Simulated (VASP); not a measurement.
Set up this calculation in VASP 6.6.1, as the native input.

- Task: single point
- Functional: r2SCAN
- Potentials or basis: VASP PAW PBE potentials, release 64 (C)
- Cutoff: 520 eV
- k mesh: 14 × 14 × 14
- Occupations: gaussian, width 0.05 eV
- Spin: no spin polarisation
- Dipole correction: no
- Further INCAR settings: ALGO = Normal; EDIFF = 1e-06; NBANDS = 11

The system is C.

```
C
1.0
     0.00000    2.20676    3.34800
     1.27405    0.00000    3.34800
     1.27405    2.20676    0.00000
C
2
Direct
  0.16667 0.83333 0.16667
  0.83333 0.16667 0.83333
```

This cell differs from its parent crystal: strain +0.0375 x Voigt [1, 1, 0, 0, 0, 0].

One way to write it, as run:

POSCAR

```
C
1.0
    0.0000000000      2.2067625000      3.3480000000
    1.2740500000      0.0000000000      3.3480000000
    1.2740500000      2.2067625000      0.0000000000
C
2
Direct
    0.1666700000      0.8333300000      0.1666700000
    0.8333300000      0.1666700000      0.8333300000
```

INCAR.step1

```
SYSTEM = C
  PREC = Accurate
  ENCUT = 520
  ISMEAR = 0
  SIGMA = 0.05
  LREAL = .False.
  LASPH = .True.
  NELM = 100
  NBANDS = 11
  GGA = PE
  ALGO = Normal
  EDIFF = 1E-4
  LWAVE = .True.
  LCHARG = .False.
```

INCAR.step2

```
SYSTEM = C
  PREC = Accurate
  ENCUT = 520
  EDIFF = 1E-6
  ISMEAR = 0
  SIGMA = 0.05
  LREAL = .False.
  LASPH = .True.
  NELM = 100
  ALGO = Normal
  ISIF = 2
  LWAVE = .False.
  LCHARG = .False.
  METAGGA = R2SCAN
  LMIXTAU = .True.
  NBANDS = 11
  ISTART = 1
```

KPOINTS

```
regular mesh
0
Gamma
  14 14 14
  0 0 0
```

Potentials or basis: VASP PAW PBE potentials, release 64 (C).

Command:

```bash
$ cat potpaw_PBE.64/C/POTCAR > POTCAR
$ cp INCAR.step1 INCAR
$ mpirun -np 1 vasp_std > vasp.out
$ cp INCAR.step2 INCAR
$ mpirun -np 1 vasp_std > vasp.out
```

Results of the run:

The pressure is -25.8 GPa. The largest force is 0.031 eV/Å and the band gap on the k mesh is 0.23 eV, indirect (least direct gap 0.30 eV).

Caveat: the cell differs from its parent crystal (strain +0.0375 x Voigt [1, 1, 0, 0, 0, 0]); the PAW data sets were made with another functional, which shifts forces and pressure a little.

It took 3 min on 1 thread of Intel(R) Xeon(R) 6975P-C (Granite Rapids) (shared host), peak memory 0.19 GiB.
